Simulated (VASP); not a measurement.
A run of VASP 6.6.1 is set up as follows.

Contents of INCAR:

```
SYSTEM = Lu
ALGO = Normal ; EDIFF = 1E-7
EDIFFG = -0.005 ; ENCUT = 600
GGA = PE ; IBRION = 2
ISIF = 3 ; ISMEAR = -1
LASPH = .TRUE. ; LCHARG = .FALSE.
LREAL = .FALSE. ; LWAVE = .FALSE.
NELM = 60 ; NSW = 45
PREC = Accurate ; SIGMA = 0.05
```

The input KPOINTS:

```
k-points
0
G
  15 15 15
  0 0 0
```

File POSCAR:

```
Lu
1.0
   -1.9486533332      1.9486533332      1.9486533332
    1.9486533332     -1.9486533332      1.9486533332
    1.9486533332      1.9486533332     -1.9486533332
Lu
1
Direct
    0.0000000000      0.0000000000      0.0000000000
```

Potentials or basis: VASP PAW PBE potentials, release 64 (Lu).

Command:

```sh
$ cat potpaw_PBE.64/Lu/POTCAR > POTCAR
$ mpirun -np 1 vasp_std > vasp.out
```

**Question.** Estimate the band gap on the k mesh.

**Answer.** Zero (an odd number of electrons rules out a gap without spin polarisation).

**Question.** What does it give for the space group after relaxing (to 0.1 Å)?

**Answer.** Im-3m (No. 229).

Final structure:
```xyz
1
Lattice="-1.9515 1.9515 1.9515 1.9515 -1.9515 1.9515 1.9515 1.9515 -1.9515" Properties=species:S:1:pos:R:3 pbc="T T T"
Lu   -1.9515    1.9515    1.9515
```

Caveat: spin-orbit coupling is left out, which moves the levels of the heavy elements.
